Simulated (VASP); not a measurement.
Ni:

```
Ni
1.0
     0.00000    1.76987    1.76987
     1.76987    0.00000    1.76987
     1.76987    1.76987    0.00000
Ni
1
Cartesian
  0.0000 0.0000 0.0000
```

Base run:

* Program: VASP 6.6.1
* Functional: PBE
* Potentials or basis: VASP PAW PBE potentials, release 64 (Ni)
* Cutoff: 520 eV
* k mesh: 12 × 12 × 12
* Occupations: fermi-dirac, width 0.05 eV
* Spin: collinear spin, ferromagnetic start
* Starting moments: [2.0] μB
* Hubbard terms: Ni d U = 6.2 eV

Its results: pressure -11.9 GPa; net moment 0.74 μB per cell; site moments Ni +0.79 μB.

Question: The run is repeated on the same cell with these changes: potentials or basis from VASP PAW PBE potentials, release 64 (Ni) to VASP PAW PBE potentials, release 64 (Ni_sv_GW); cutoff from 520 eV to 590 eV; further incar settings from ALGO = Normal; EDIFF = 1e-06; NBANDS = 15 to ALGO = Normal; EDIFF = 1e-06; NBANDS = 19; valence electrons from 10 to 18. What comes out?

Answer: Pressure -0.4 GPa; net moment 0.99 μB per cell; site moments Ni +1.10 μB.

Caveats: the U is typed as a test and isn't derived for this compound.
